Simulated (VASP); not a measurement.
Here is a VASP 6.6.1 calculation.

File INCAR:

```
ALGO = Normal ; EDIFF = 1E-6
EDIFFG = -0.04 ; ENCUT = 600
GGA = PE ; IBRION = 2
ISIF = 3 ; ISMEAR = 0
ISPIN = 2 ; LASPH = True
LCHARG = False ; LMAXMIX = 4
LORBIT = 11 ; LREAL = False
LWAVE = False ; MAGMOM = 4 4 0 0
NELM = 150 ; NSW = 90
PREC = Accurate ; SIGMA = 0.1
```

The input KPOINTS:

```
k-points
0
Gamma
  6 6 4
```

The input POSCAR:

```
MnSi
1.0
    3.7511943800      0.0000000000      0.0000000000
   -1.8755971900      3.2486296300      0.0000000000
    0.0000000000      0.0000000000      4.9053882500
Mn Si
2 2
Direct
    0.3333333300      0.6666666700      0.7500000000
    0.6666666700      0.3333333300      0.2500000000
    0.0000000000      0.0000000000      0.0000000000
    0.0000000000      0.0000000000      0.5000000000
```

Potentials or basis: VASP PAW PBE potentials, release 64 (Mn_pv, Si).

Command:

```bash
$ cat potpaw_PBE.64/Mn_pv/POTCAR potpaw_PBE.64/Si/POTCAR > POTCAR
$ mpirun -np 1 vasp_std > vasp.out
```

(1) Estimate the relaxed cell.

(2) Estimate the relaxed volume.

(3) Estimate the space group after relaxing (to 0.1 Å).

(4) Estimate the net moment.

## Answers

(1) a = 3.679 Å, b = 3.679 Å, c = 4.861 Å, α = 90.00°, β = 90.00°, γ = 120.00°.

(2) 14.24 Å³/atom.

(3) P6_3/mmc (No. 194).

(4) 5.25 μB per cell.
